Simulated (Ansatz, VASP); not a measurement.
# ZnS: VASP beside Ansatz

```
Zn S
1.0
     0.00000    2.64555    2.64555
     2.64555    0.00000    2.64555
     2.64555    2.64555    0.00000
Zn S
1 1
Direct
  0.00000 0.00000 0.00000
  0.75000 0.75000 0.75000
```

Alike in both runs: task single point; functional PBE; k mesh 10 × 10 × 10; occupations gaussian, width 0.02 eV; no spin polarisation.

```csv
,VASP,Ansatz
version,VASP 6.6.1,Ansatz 0.2.0
potentials or method,"VASP PAW PBE potentials, release 64 (Zn, S), cutoff 520 eV","scalar-relativistic, plane waves, PAW"
valence electrons in the cell,18,18
```

|  | VASP | Ansatz | Ansatz less VASP |
| --- | --- | --- | --- |
| gap on the k mesh at the Fermi level (eV) | 2.40 | 2.39 | -0.009 |
| least direct gap on the mesh (eV) | 2.40 | 2.39 | -0.009 |
| pressure (GPa) | 7.3 | 7.2 | -0.16 |
